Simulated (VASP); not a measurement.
**LiMg: single point with LDA**

Crystal: LiMg.

```
Li Mg
1.0
     1.67437   -2.43959    0.00000
     1.67437    2.43959    0.00000
     0.00000    0.00000    4.83659
Li Mg
1 1
Direct
  0.00000 0.00000 0.00000
  0.50000 0.50000 0.50000
```

```
Program                : VASP 6.6.1
Task                   : single point
Functional             : LDA
Potentials or basis    : VASP PAW LDA potentials, release 64 (Li_sv, Mg)
Cutoff                 : 520 eV
k mesh                 : 16 × 16 × 10
Occupations            : fermi-dirac, width 0.02 eV
Spin                   : no spin polarisation
Dipole correction      : no
Further INCAR settings : ALGO = Normal; EDIFF = 1e-07; NBANDS = 10
```

- Band gap on the k mesh: zero (an odd number of electrons rules out a gap without spin polarisation)

Levels at points of the mesh, in eV from the Fermi level:
```tsv
k point	band 1	band 2	band 3	band 4	band 5	band 6	band 7
(0.00, 0.00, 0.00)	-45.35	-5.86	-0.67	1.56	10.66	11.07	11.99
(0.50, 0.00, 0.00)	-45.34	-1.66	-1.15	3.54	4.43	4.62	7.01
(0.50, 0.50, 0.00)	-45.33	-0.78	0.81	4.78	4.92	5.45	5.80
(0.00, 0.00, 0.50)	-45.35	-5.33	-2.96	6.62	8.48	11.33	11.52
(0.50, 0.00, 0.50)	-45.34	-0.99	-0.16	0.03	2.43	10.05	10.32
(0.50, 0.50, 0.50)	-45.33	0.41	1.09	1.10	3.32	6.77	7.02
```

Wall time 37 s on 1 thread of Intel(R) Xeon(R) 6975P-C (Granite Rapids), on a shared host, peak memory 0.27 GiB.
